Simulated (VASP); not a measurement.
# S in VASP: single point with PBE

Aim: the single point of S with PBE.

Program: VASP 6.6.1. These are calculated values, not measurements. Logs are shortened: lines on timing, memory, paths and dates and some standing lists are left out, and cuts for length are marked.

## 1. The cell of the first run

The cell holds a sheet with vacuum, 5 atoms: a = 7.493 Å, b = 7.493 Å, c = 23.800 Å, α = 90.00°, β = 90.00°, γ = 120.00°.

## 2. Single point, PBE

Input file INCAR:

```
  ALGO = Normal
  DIPOL = 0.5 0.5 0.294
  EDIFF = 1E-7
  ENCUT = 520
  GGA = PE
  IDIPOL = 3
  ISIF = 2
  ISMEAR = 0
  LASPH = T
  LCHARG = F
  LDIPOL = T
  LREAL = F
  LWAVE = F
  NBANDS = 23
  NELM = 80
  PREC = Accurate
  SIGMA = 0.1
```

Input file KPOINTS:

```
k-points
0
Gamma
  3 3 1
```

Input file POSCAR:

```
S
1.0
    6.4887951933     -3.7463076516      0.0000000000
    0.0000000000      7.4926153031      0.0000000000
    0.0000000000      0.0000000000     23.8000000000
S
5
Direct
    0.0000000000      0.6666666667      0.2941176471
    0.6666666667      0.0000000000      0.2941176471
   -0.1667084373      0.3333333333      0.2941176471
    0.8333751040      0.8333751040      0.2941176471
    0.3333333333     -0.1667084373      0.2941176471
```

Potentials or basis: VASP PAW PBE potentials, release 64 (S).

Run with:

```console
cat potpaw_PBE.64/S/POTCAR > POTCAR
mpirun -np 1 vasp_std > vasp.out
```

OUTCAR:

```text
EDIFF = 1E-7
   ENCUT = 520
   GGA = PE
   ISIF = 2
   ISMEAR = 0
   LASPH = T
   LREAL = F
   NELM = 80
   PREC = Accurate

 ion  position               nearest neighbor table
   1  0.000  0.667  0.294-   4 2.16   5 2.16   3 2.16
   2  0.667  0.000  0.294-   3 2.16   4 2.16   5 2.16
   3  0.833  0.333  0.294-   2 2.16   1 2.16
   4  0.833  0.833  0.294-   1 2.16   2 2.16
   5  0.333  0.833  0.294-   1 2.16   2 2.16

  LATTYP: Found a hexagonal cell.
 ALAT       =     7.4926153032
 C/A-ratio  =     3.1764609602

  Lattice vectors:

 A1 = (   6.4887951933,  -3.7463076516,   0.0000000000)
 A2 = (   0.0000000000,   7.4926153031,   0.0000000000)
 A3 = (   0.0000000000,   0.0000000000,  23.8000000000)

Analysis of symmetry for initial positions (statically):
=====================================================================
 Subroutine PRICEL returns:
 Original cell was already a primitive cell.

 Routine SETGRP: Setting up the symmetry group for a
 hexagonal supercell.

 Subroutine GETGRP returns: Found 12 space group operations
 (whereof  2 operations were pure point group operations)
 out of a pool of 24 trial point group operations.

The static configuration has the point symmetry C_1h.
 The point group associated with its full space group is D_3h.

Analysis of symmetry for dynamics (positions and initial velocities):
=====================================================================
 Subroutine PRICEL returns:
 Original cell was already a primitive cell.

 Routine SETGRP: Setting up the symmetry group for a
 hexagonal supercell.

 Subroutine GETGRP returns: Found 12 space group operations
 (whereof  2 operations were pure point group operations)
 out of a pool of 24 trial point group operations.

The dynamic configuration has the point symmetry C_1h.
 The point group associated with its full space group is D_3h.

 Subroutine INISYM returns: Found 12 space group operations
 (whereof  2 operations are pure point group operations),
 and found     1 'primitive' translations

----------------------------------------------------------------------------------------

                                     Primitive cell

  volume of cell :    1157.1095

  direct lattice vectors                    reciprocal lattice vectors
     6.488795193 -3.746307652  0.000000000     0.154111814  0.000000000  0.000000000
     0.000000000  7.492615303  0.000000000     0.077055907  0.133464746  0.000000000
     0.000000000  0.000000000 23.800000000     0.000000000  0.000000000  0.042016807

  length of vectors
     7.492615303  7.492615303 23.800000000     0.154111814  0.154111814  0.042016807

  position of ions in fractional coordinates (direct lattice)
     0.000000000  0.666666667  0.294117647
     0.666666667  0.000000000  0.294117647
     0.833291563  0.333333333  0.294117647
     0.833375104  0.833375104  0.294117647
     0.333333333  0.833291563  0.294117647

  ion indices of the primitive-cell ions
   primitive index   ion index
                 1           1
                 2           2
                 3           3
                 4           4
                 5           5

----------------------------------------------------------------------------------------

 KPOINTS: k-points

Automatic generation of k-mesh.
 Grid dimensions read from file:
 generate k-points for:    3    3    1

 Generating k-lattice:

  Cartesian coordinates                     Fractional coordinates (reciprocal lattice)
     0.051370605  0.000000000  0.000000000     0.333333333  0.000000000  0.000000000
     0.025685302  0.044488249  0.000000000     0.000000000  0.333333333  0.000000000
     0.000000000  0.000000000  0.042016807     0.000000000  0.000000000  1.000000000

  Length of vectors
     0.051370605  0.051370605  0.042016807

  Shift w.r.t. Gamma in fractional coordinates (k-lattice)
     0.000000000  0.000000000  0.000000000

 Subroutine IBZKPT returns following result:
 ===========================================

 Found      3 irreducible k-points:

 Following reciprocal coordinates:
            Coordinates               Weight
  0.000000  0.000000  0.000000      1.000000
  0.333333  0.000000  0.000000      6.000000
  0.333333  0.333333  0.000000      2.000000
   k-points           NKPTS =      3   k-points in BZ     NKDIM =      3   number of bands    NBANDS=     23
   number of dos      NEDOS =    301   number of ions     NIONS =      5
   total plane-waves  NPLWV = 564480
   dimension x,y,z NGX =    56 NGY =   56 NGZ =  180
   dimension x,y,z NGXF=   112 NGYF=  112 NGZF=  360
   ions per type =               5
   NGX,Y,Z   is equivalent  to a cutoff of  12.43, 12.43, 12.57 a.u.
   NGXF,Y,Z  is equivalent  to a cutoff of  24.85, 24.85, 25.15 a.u.
 SYSTEM =  unknown system
   PREC   = accura    normal or accurate (medium, high low for compatibility)
   ISTART =      0    job   : 0-new  1-cont  2-samecut
   ICHARG =      2    charge: 1-file 2-atom 10-const
   ISPIN  =      1    spin polarized calculation?
   LNONCOLLINEAR =      F non collinear calculations
   LSORBIT =      F    spin-orbit coupling
   LASPH  =      T    aspherical Exc in radial PAW
   ENCUT  =  520.0 eV  38.22 Ry    6.18 a.u.  13.93 13.93 44.25*2*pi/ulx,y,z
   NELM   =     80;   NELMIN=  2; NELMDL= -5     # of ELM steps
   EDIFF  = 0.1E-06   stopping-criterion for ELM
   LREAL  =      F    real-space projection
   EDIFFG = 0.1E-05   stopping-criterion for IOM
   NSW    =      0    number of steps for IOM
   IBRION =     -1    ionic relax: 0-MD 1-quasi-New 2-CG
   NFREE  =      0    steps in history (QN), initial steepest desc. (CG)
   ISIF   =      2    stress and relaxation
   ISYM   =      2    0-nonsym 1-usesym 2-fastsym
   POTIM  = 0.5000    time-step for ionic-motion
   TEBEG  =    0.0;   TEEND  =   0.0 temperature during run
   PSTRESS=    0.0 pullay stress
   NELECT =      30.0000    total number of electrons
   NUPDOWN=      -1.0000    fix difference up-down
   EMIN   =  10.00;   EMAX   =-10.00  energy-range for DOS
   EFERMI =   0.00;   METHOD = LEGACY
   ISMEAR =     0;   SIGMA  =   0.10  broadening in eV -4-tet -1-fermi 0-gaus
   EFERMI_NEDOS =   21; number of points for ismear=-14 and -15
   IALGO  =     38    algorithm
   IMIX   =      4    mixing-type and parameters
     AMIX     =   0.40;   BMIX     =  1.00
     AMIX_MAG =   1.60;   BMIX_MAG =  1.00
  volume/ion in A,a.u.               =     231.42      1561.71
  Fermi-wavevector in a.u.,A,eV,Ry     =   0.484533  0.915635  3.194276  0.234773
  Thomas-Fermi vector in A             =   1.484280
   LORBIT       =      0    0 simple, 1 ext, 2 COOP (PROOUT), +10 PAW based schemes
   GGA     = PE    functional components
   LHFCALC =     F    Hartree Fock is set to
   AEXX    =    0.0000 exact exchange contribution
   IVDW    =     0    specifies the selected vdW correction
   LEPSILON=     F    determine dielectric tensor
   LRPA    =     F    only Hartree local field effects (RPA)
 non-spin polarized calculation
 Gauss-broadening in eV      SIGMA  =   0.10
  energy-cutoff  :      520.00
  volume of cell :     1157.11
 maximum number of plane-waves:     31218
 NGX is ok and might be reduce to    56
   NGX = 27   NGY = 27   NGZ = 89

 dipolmoment           0.000000      0.000000     -0.000001 electrons x Angstroem

 number of electron      30.0000003 magnetization

 dipolmoment           0.000000      0.000000      0.000001 electrons x Angstroem

 Free energy of the ion-electron system (eV)
  ---------------------------------------------------
  ext. energy  EPLUGINS =         0.00000000
  ---------------------------------------------------
  free energy    TOTEN  =       -17.62920208 eV

  energy without entropy =      -17.60922857  energy(sigma->0) =      -17.61921533

 E-fermi :  -4.8482     XC(G=0):  -1.3157

 val. band max:       -5.6032283525   @ k =   0.0000   0.0000   0.0000
 cond. band min:      -4.8005097439   @ k =   0.3333   0.3333   0.0000
 fundamental gap:      0.8027186086
 Fermi energy:        -4.8482033520

 k-point     1 :       0.0000    0.0000    0.0000
  band No.  band energies     occupation
      1     -20.8539      2.00000
      2     -19.2660      2.00000
      3     -17.7663      2.00000
      4     -17.7663      2.00000
      5     -12.7642      2.00000
      6     -11.9751      2.00000
[... 15 lines left out ...]
     22       1.3707      0.00000
     23       1.5557      0.00000

 k-point     2 :       0.3333    0.0000    0.0000
  band No.  band energies     occupation
      1     -20.6544      2.00000
      2     -19.8610      2.00000
      3     -17.7690      2.00000
      4     -16.8123      2.00000
      5     -14.5190      2.00000
      6     -11.9205      2.00000
[... 15 lines left out ...]
     22       1.0346      0.00000
     23       1.2813      0.00000

 k-point     3 :       0.3333    0.3333    0.0000
  band No.  band energies     occupation
      1     -20.3231      2.00000
      2     -20.3231      2.00000
      3     -17.7717      2.00000
      4     -15.7401      2.00000
      5     -15.7401      2.00000
      6     -11.8669      2.00000
[... 15 lines left out ...]
     22       0.7115      0.00000
     23       1.2438      0.00000

------------------------ aborting loop because EDIFF is reached ----------------------------------------

 vacuum level on the upper side and lower side of the slab       (xc-potential included)        -0.009        -0.009

  FORCE on cell =-STRESS in cart. coord.  units (eV):
  Direction    XX          YY          ZZ          XY          YZ          ZX
  --------------------------------------------------------------------------------------
  -------------------------------------------------------------------------------------
  Total       -0.0940671     -0.0940671     -0.0342061      0.0000000     -0.0000000     -0.0000000
  in kB       -0.1302489     -0.1302489     -0.0473631      0.0000000     -0.0000000     -0.0000000
  external PRESSURE =      -0.1026203 kB  Pullay stress =       0.0000000 kB

 VOLUME and BASIS-vectors are now :
 -----------------------------------------------------------------------------
  energy-cutoff  :      520.00
  volume of cell :     1157.11
      direct lattice vectors                 reciprocal lattice vectors
     6.488795193 -3.746307652  0.000000000     0.154111814  0.000000000  0.000000000
     0.000000000  7.492615303  0.000000000     0.077055907  0.133464746  0.000000000
     0.000000000  0.000000000 23.800000000     0.000000000  0.000000000  0.042016807

 POSITION                                       TOTAL-FORCE (eV/Angst)
 -----------------------------------------------------------------------------------
      0.00000      4.99508      7.00000         0.000000      0.000000     -0.000000
      4.32586     -2.49754      7.00000         0.000000      0.000000     -0.000000
      5.40706     -0.62423      7.00000         0.000102     -0.000059      0.000000
      5.40760      3.12208      7.00000        -0.000102     -0.000059      0.000000
      2.16293      4.99476      7.00000         0.000000      0.000118      0.000000
 -----------------------------------------------------------------------------------
    total drift:                                0.000000      0.000000     -0.000016

  FREE ENERGIE OF THE ION-ELECTRON SYSTEM (eV)
  ---------------------------------------------------
  free  energy   TOTEN  =       -17.6292020804 eV

  energy  without entropy=      -17.6092285710  energy(sigma->0) =      -17.61921533

 vacuum level on the upper side and lower side of the slab         0.856         0.856
```

It took 2.1 min on 1 thread of Intel Xeon 6975P-C (Granite Rapids), shared host; peak memory 0.95 GiB.

Results:

```
Free energy            : -17.6292 eV
Band gap on the k mesh : zero (band 15 reaches -4.80 eV, above the bottom of band 16 at -5.60 eV)
```
